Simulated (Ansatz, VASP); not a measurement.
## One calculation of CdSe, two programs

```
CELL_PARAMETERS angstrom
4.42609 0.00000 0.00000
-2.21305 3.83311 0.00000
0.00000 0.00000 14.44697
ATOMIC_POSITIONS crystal
Cd 0.00000 0.00000 0.99984
Cd 0.33333 0.66667 0.24997
Cd 0.00000 0.00000 0.49984
Cd 0.66667 0.33333 0.74997
Se 0.00000 0.00000 0.18747
Se 0.33333 0.66667 0.43773
Se 0.00000 0.00000 0.68747
Se 0.66667 0.33333 0.93773
```

Alike in both runs: task single point; functional PBE; k mesh 6 × 6 × 2; no spin polarisation.

```csv
,VASP,Ansatz
version,VASP 6.6.1,Ansatz 0.2.0
potentials or method,"VASP PAW PBE potentials, release 64 (Cd, Se)","plane waves, PAW"
plane-wave cutoff (eV),520,420
occupations,"gaussian, width 0.01 eV",fixed
valence electrons in the cell,72,144
```

```tsv
	VASP	Ansatz	Ansatz less VASP
gap on the k mesh at the Fermi level (eV)	0.45	0.45	+0.002
pressure (GPa)	-1.0	-1.2	-0.22
```

VASP's potentials hold 72 valence electrons a cell and Ansatz's 144, so a difference there can come from the potentials and not from the codes.
